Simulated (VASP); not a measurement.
A run of VASP 6.6.1:

Contents of INCAR:

```
ALGO     = Normal         # electronic algorithm
EDIFF    = 1E-7           # SCF threshold, eV
ENCUT    = 520            # plane-wave cutoff, eV
GGA      = PE             # functional
ISIF     = 2              # what is computed and relaxed
ISMEAR   = 0              # smearing method
LASPH    = T              # aspherical terms in the spheres
LCHARG   = F              # write CHGCAR
LREAL    = F              # projectors in reciprocal space
LWAVE    = F              # write WAVECAR
NBANDS   = 10             # bands
NELM     = 100            # most SCF steps
PREC     = Accurate       # precision mode
SIGMA    = 0.1            # smearing width, eV
```

File KPOINTS:

```
k-points
0
Gamma
  6 6 6
```

The input POSCAR:

```
AlH2
1.0
    2.1184445858     -2.1190315358      0.0000000000
    2.1184445858      2.1190315358      0.0000000000
    0.0000000000      0.0000000000      2.7091311474
Al H
1 2
Direct
    0.0000000000      0.0000000000      0.5000000000
    0.0000000000      0.5000000000      0.0000000000
    0.5000000000      0.0000000000      0.0000000000
```

Potentials or basis: VASP PAW PBE potentials, release 64 (Al, H).

Command:

```sh
$ cat potpaw_PBE.64/Al/POTCAR potpaw_PBE.64/H/POTCAR > POTCAR
$ mpirun -np 1 vasp_std > vasp.out
```

Hardware: 1 thread of AMD EPYC 9R45 96-Core Processor (Zen 5), with other jobs on the host.

Q: How long does it take, and how much memory?

A: Run time: 6.8 s on 1 thread of AMD EPYC 9R45 96-Core Processor (Zen 5) (shared host), peak memory 0.1 GiB. Counts: scf iterations 13, k points 52.
